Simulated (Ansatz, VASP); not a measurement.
# Two plane-wave programs on Si2W

```
Si W
1.0
    -1.60129    1.60129    3.90810
     1.60129   -1.60129    3.90810
     1.60129    1.60129   -3.90810
Si W
2 1
Direct
  0.33455 0.33455 0.00000
  0.66545 0.66545 0.00000
  0.00000 0.00000 0.00000
```

Alike in both runs: functional PBEsol; k mesh 18 × 18 × 18; occupations gaussian, width 0.1 eV; no spin polarisation.

Ansatz relaxed the structure, and its values are those at the end. VASP's run is a single point on that final structure, the one shown.

|  | VASP | Ansatz |
| --- | --- | --- |
| version | VASP 6.6.1 | Ansatz 0.2.0 |
| potentials or method | VASP PAW PBE potentials, release 64 (Si, W_sv), cutoff 520 eV | scalar-relativistic, plane waves, PAW |
| valence electrons in the cell | 22 | 22 |

Ansatz gave:

- gap on the k mesh at the Fermi level (eV): none
- pressure (GPa): 0.0
- rms of the force components (eV/Å): 0.002

Task: Which values does VASP return?

Result: gap on the k mesh at the Fermi level (eV): none; pressure (GPa): 0.3; rms of the force components (eV/Å): 0.004.

VASP's potentials were made for PBE, not for PBEsol. A gap of «none» marks a metal or a gap that the smearing closes. The functional is the same, so the differences come from potentials, cutoffs and numerics.

Neither program's run includes spin-orbit coupling.
